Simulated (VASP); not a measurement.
# C in VASP: notebook

C is run at these levels: PBE+D3(BJ); tasks: single point.

Everything below comes from runs of VASP 6.6.1. Logs are shortened: lines on timing, memory, paths and dates and some standing lists are left out, and cuts for length are marked.

## Step 1: The cell of the first run

The cell holds a slab with vacuum, 2 atoms: a = 2.272 Å, b = 2.411 Å, c = 8.524 Å, α = 90.00°, β = 90.00°, γ = 118.10°.

## Step 2: Single point, PBE+D3(BJ) (strain -0.0750 x Voigt [1, 0, 0, 0, 0, 0])

File INCAR:

```
SYSTEM = C
  ALGO = Normal
  EDIFF = 1E-6
  ENCUT = 520
  GGA = PE
  ISIF = 2
  ISMEAR = 0
  IVDW = 12
  LASPH = .True.
  LCHARG = .False.
  LREAL = .False.
  LWAVE = .False.
  NBANDS = 11
  NELM = 60
  PREC = Accurate
  SIGMA = 0.15
```

File KPOINTS:

```
k-points
0
Gamma
  24 24 6
  0 0 0
```

File POSCAR:

```
C
1.0
    2.2719574000      0.0000000000      0.0000000000
   -1.1359787000      2.1271057565      0.0000000000
    0.0000000000      0.0000000000      8.5238033600
C
2
Direct
    0.3333333333      0.6666666667      0.0000000000
    0.6666666667      0.3333333333      0.0000000000
```

Potentials or basis: VASP PAW PBE potentials, release 64 (C).

The run is started by

```
> cat potpaw_PBE.64/C/POTCAR > POTCAR
> mpirun -np 1 vasp_std > vasp.out
```

OUTCAR:

```text
SYSTEM = C
   EDIFF = 1E-6
   ENCUT = 520
   GGA = PE
   ISIF = 2
   ISMEAR = 0
   IVDW = 12
   LASPH = .True.
   LREAL = .False.
   NELM = 60
   PREC = Accurate
 IVDW          = 12

 ion  position               nearest neighbor table
   1  0.333  0.667  0.000-   2 1.34   2 1.34   2 1.42
   2  0.667  0.333  0.000-   1 1.34   1 1.34   1 1.42

  LATTYP: Found a base centered orthorhombic cell.
 ALAT       =     2.2719574000
 B/A-ratio  =     1.8724873596
 C/A-ratio  =     3.7517443593

  Lattice vectors:

 A1 = (   1.1359787000,  -2.1271057565,   0.0000000000)
 A2 = (   1.1359787000,   2.1271057565,   0.0000000000)
 A3 = (   0.0000000000,   0.0000000000,   8.5238033600)

Analysis of symmetry for initial positions (statically):
=====================================================================
 Subroutine PRICEL returns:
 Original cell was already a primitive cell.

 Routine SETGRP: Setting up the symmetry group for a
 base centered orthorhombic supercell.

 Subroutine GETGRP returns: Found  8 space group operations
 (whereof  8 operations were pure point group operations)
 out of a pool of  8 trial point group operations.

The static configuration has the point symmetry D_2h.

Analysis of symmetry for dynamics (positions and initial velocities):
=====================================================================
 Subroutine PRICEL returns:
 Original cell was already a primitive cell.

 Routine SETGRP: Setting up the symmetry group for a
 base centered orthorhombic supercell.

 Subroutine GETGRP returns: Found  8 space group operations
 (whereof  8 operations were pure point group operations)
 out of a pool of  8 trial point group operations.

The dynamic configuration has the point symmetry D_2h.

 Subroutine INISYM returns: Found  8 space group operations
 (whereof  8 operations are pure point group operations),
 and found     1 'primitive' translations

----------------------------------------------------------------------------------------

                                     Primitive cell

  volume of cell :      41.1929

  direct lattice vectors                    reciprocal lattice vectors
     2.271957400  0.000000000  0.000000000     0.440149098  0.235061185  0.000000000
    -1.135978700  2.127105756  0.000000000     0.000000000  0.470122370  0.000000000
     0.000000000  0.000000000  8.523803360     0.000000000  0.000000000  0.117318521

  length of vectors
[... 89 lines left out ...]
   ISYM   =      2    0-nonsym 1-usesym 2-fastsym
   POTIM  = 0.5000    time-step for ionic-motion
   TEBEG  =    0.0;   TEEND  =   0.0 temperature during run
   PSTRESS=    0.0 pullay stress
   NELECT =       8.0000    total number of electrons
   NUPDOWN=      -1.0000    fix difference up-down
   EMIN   =  10.00;   EMAX   =-10.00  energy-range for DOS
   EFERMI =   0.00;   METHOD = LEGACY
   ISMEAR =     0;   SIGMA  =   0.15  broadening in eV -4-tet -1-fermi 0-gaus
   EFERMI_NEDOS =   21; number of points for ismear=-14 and -15
   IALGO  =     38    algorithm
   IMIX   =      4    mixing-type and parameters
     AMIX     =   0.40;   BMIX     =  1.00
     AMIX_MAG =   1.60;   BMIX_MAG =  1.00
  volume/ion in A,a.u.               =      20.60       138.99
  Fermi-wavevector in a.u.,A,eV,Ry     =   0.948049  1.791552 12.228864  0.898796
  Thomas-Fermi vector in A             =   2.076200
   LORBIT       =      0    0 simple, 1 ext, 2 COOP (PROOUT), +10 PAW based schemes
   GGA     = PE    functional components
   LHFCALC =     F    Hartree Fock is set to
   AEXX    =    0.0000 exact exchange contribution
   IVDW    =    12    specifies the selected vdW correction
   LEPSILON=     F    determine dielectric tensor
   LRPA    =     F    only Hartree local field effects (RPA)
 non-spin polarized calculation
 Gauss-broadening in eV      SIGMA  =   0.15
  energy-cutoff  :      520.00
  volume of cell :       41.19
 maximum number of plane-waves:      1136
 NGX is ok and might be reduce to    18
   NGX =  9   NGY =  9   NGZ = 31

 number of electron       7.9999999 magnetization

 Free energy of the ion-electron system (eV)
  ---------------------------------------------------
  ext. energy  EPLUGINS =         0.00000000
  ---------------------------------------------------
  free energy    TOTEN  =       -17.99934656 eV

  energy without entropy =      -17.99934094  energy(sigma->0) =      -17.99934375

 E-fermi :  -0.1207     XC(G=0):  -5.0875

 val. band max:       -0.4674676636   @ k =   0.3750   0.2917   0.0000
 cond. band min:       0.2259937580   @ k =   0.3750   0.2917   0.5000
 fundamental gap:      0.6934614216
 Fermi energy:        -0.1207483438

 k-point     1 :       0.0000    0.0000    0.0000
  band No.  band energies     occupation
      1     -20.7587      2.00000
      2      -8.6975      2.00000
      3      -3.4359      2.00000
      4      -2.8095      2.00000
      5       2.4004      0.00000
      6       4.7155      0.00000
      7       6.3710      0.00000
      8       7.6713      0.00000
      9      10.0699      0.00000
     10      12.8314      0.00000
     11      13.0942      0.00000
[... 309 lines left out ...]
 k-point    24 :       0.4167    0.0417    0.0000
  band No.  band energies     occupation
      1     -15.8576      2.00000
      2     -12.6801      2.00000
      3      -7.4110      2.00000
      4      -3.0864      2.00000
      5       2.4502      0.00000
      6       7.8232      0.00000
      7       9.3452      0.00000
      8      11.3762      0.00000
      9      13.1268      0.00000
     10      13.9105      0.00000
     11      15.2125      0.00000

 [... further k-points ...]

------------------------ aborting loop because EDIFF is reached ----------------------------------------

 Edisp (eV)   -0.17033

 E8    (eV) :    -0.0524

  FORCE on cell =-STRESS in cart. coord.  units (eV):
  Direction    XX          YY          ZZ          XY          YZ          ZX
  --------------------------------------------------------------------------------------
  -------------------------------------------------------------------------------------
  Total      11.53947     2.54530    -0.02612    -0.00000     0.00000     0.00000
  in kB     448.82142    98.99813    -1.01598    -0.00000     0.00000     0.00000
  external pressure =      182.27 kB  Pullay stress =        0.00 kB

 VOLUME and BASIS-vectors are now :
 -----------------------------------------------------------------------------
  energy-cutoff  :      520.00
  volume of cell :       41.19
      direct lattice vectors                 reciprocal lattice vectors
     2.271957400  0.000000000  0.000000000     0.440149098  0.235061185  0.000000000
    -1.135978700  2.127105756  0.000000000     0.000000000  0.470122370  0.000000000
     0.000000000  0.000000000  8.523803360     0.000000000  0.000000000  0.117318521

 POSITION                                       TOTAL-FORCE (eV/Angst)
 -----------------------------------------------------------------------------------
     -0.00000      1.41807      0.00000         0.000000      1.630497      0.000000
      1.13598      0.70904      0.00000        -0.000000     -1.630497      0.000000
 -----------------------------------------------------------------------------------
    total drift:                                0.000000     -0.000000      0.000000

  FREE ENERGIE OF THE ION-ELECTRON SYSTEM (eV)
  ---------------------------------------------------
  free  energy   TOTEN  =       -18.1696727123 eV

  energy  without entropy=      -18.1696670953  energy(sigma->0) =      -18.16966990
```

OSZICAR:

```text
N       E                     dE             d eps       ncg     rms          rms(c)
DAV:   1     0.251049289749E+02    0.25105E+02   -0.37894E+03 13907   0.589E+02
DAV:   2    -0.180389517941E+02   -0.43144E+02   -0.40609E+02 18061   0.135E+02
DAV:   3    -0.198744642312E+02   -0.18355E+01   -0.18283E+01 17541   0.271E+01
DAV:   4    -0.198895269986E+02   -0.15063E-01   -0.15059E-01 18474   0.299E+00
DAV:   5    -0.198896522663E+02   -0.12527E-03   -0.12526E-03 18125   0.232E-01    0.748E+00
DAV:   6    -0.185290042082E+02    0.13606E+01   -0.10927E+00 16298   0.631E+00    0.438E+00
DAV:   7    -0.180126671961E+02    0.51634E+00   -0.14541E+00 16294   0.718E+00    0.129E+00
DAV:   8    -0.180003729811E+02    0.12294E-01   -0.39159E-02 16954   0.124E+00    0.246E-01
DAV:   9    -0.179994376230E+02    0.93536E-03   -0.95061E-04 16637   0.205E-01    0.171E-01
DAV:  10    -0.179975251627E+02    0.19125E-02   -0.55642E-03 14906   0.312E-01    0.157E-01
DAV:  11    -0.179981143779E+02   -0.58922E-03   -0.44929E-04 14903   0.113E-01    0.516E-02
DAV:  12    -0.179992018021E+02   -0.10874E-02   -0.16134E-04 14737   0.820E-02    0.175E-02
DAV:  13    -0.179992788556E+02   -0.77053E-04   -0.48366E-06 15295   0.181E-02    0.941E-03
DAV:  14    -0.179993456595E+02   -0.66804E-04   -0.36304E-06 14116   0.128E-02    0.245E-03
DAV:  15    -0.179993465594E+02   -0.89985E-06   -0.11456E-07 15894   0.255E-03
   1 F= -.18169673E+02 E0= -.18169670E+02  d E =-.561697E-05
```

It took 93 s on 1 thread of Intel Xeon 6975P-C (Granite Rapids), shared host; peak memory 0.33 GiB.

Results:

| Quantity | Value |
| --- | --- |
| Free energy | -18.1697 eV |
| Largest force | 1.630 eV/Å |
| Dispersion energy per atom | -0.085 eV |

Forces in eV/Å, atoms in the order of the input:
```
C    0.000  1.630  0.000
C    0.000 -1.630  0.000
```

Caveat: the cell differs from its parent crystal (strain -0.0750 x Voigt [1, 0, 0, 0, 0, 0]).

## Step 3: Single point, PBE+D3(BJ) (strain +0.0375 x Voigt [1, 0, 0, 0, 0, 0])

File INCAR:

```
SYSTEM = C
PREC = Accurate
ENCUT = 520
EDIFF = 1E-7
ISMEAR = 0
SIGMA = 0.15
LREAL = .False.
LASPH = .True.
NELM = 80
ALGO = Normal
ISIF = 2
LWAVE = .False.
LCHARG = .False.
GGA = PE
IVDW = 12
NBANDS = 11
```

File KPOINTS:

```
regular mesh
0
Gamma
  24 24 6
  0 0 0
```

File POSCAR:

```
C
1.0
    2.5482765433      0.0000000000      0.0000000000
   -1.2741382716      2.1271057565      0.0000000000
    0.0000000000      0.0000000000      8.5238033600
C
2
Direct
    0.3333333333      0.6666666667      0.0000000000
    0.6666666667      0.3333333333      0.0000000000
```

Potentials or basis: VASP PAW PBE potentials, release 64 (C).

The run is started by

```
> cat potpaw_PBE.64/C/POTCAR > POTCAR
> mpirun -np 1 vasp_std > vasp.out
```

Run time: 1.8 min. Hardware: 1 thread of Intel Xeon 6975P-C (Granite Rapids), shared host; peak memory 0.36 GiB.

Results (log left out):

```
Free energy                : -18.5735 eV
Largest force              : 0.315 eV/Å
Dispersion energy per atom : -0.089 eV
```

Forces on the atoms (eV/Å):
```
C    0.000 -0.315  0.000
C    0.000  0.315  0.000
```

Caveat: the cell differs from its parent crystal (strain +0.0375 x Voigt [1, 0, 0, 0, 0, 0]).
